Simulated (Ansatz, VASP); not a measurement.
## One calculation of FeNi3, two programs

```xyz
4
Lattice="0.0000 2.7139 2.7139 2.7139 0.0000 2.7139 2.7139 2.7139 0.0000" Properties=species:S:1:pos:R:3 pbc="T T T"
Fe    0.0000    0.0000    0.0000
Ni    4.0708    4.0708    4.0708
Ni    1.3569    1.3569    1.3569
Ni    2.7139    2.7139    2.7139
```

Alike in both runs: task single point; functional r2SCAN; k mesh 7 × 7 × 7; collinear spin.

```csv
,VASP,Ansatz
version,VASP 6.6.1,Ansatz 0.2.0
potentials or method,"VASP PAW PBE potentials, release 64 (Fe, Ni), cutoff 520 eV","plane waves, PAW"
occupations,"methfessel-paxton of order 1, width 0.1 eV",cold
valence electrons in the cell,38,70
```

|  | VASP | Ansatz | Ansatz less VASP |
| --- | --- | --- | --- |
| net moment per atom (μB) | 1.09 | 1.09 | +0.008 |
| size of the moment on the site where the two differ most (μB) | 0.63 | 0.72 | +0.086 |

VASP's potentials were made for PBE, not for r2SCAN. Site moments also hang on the region over which each program counts them. VASP's potentials hold 38 valence electrons a cell and Ansatz's 70, so a difference there can come from the potentials and not from the codes. Ansatz's warnings: stability check not made.
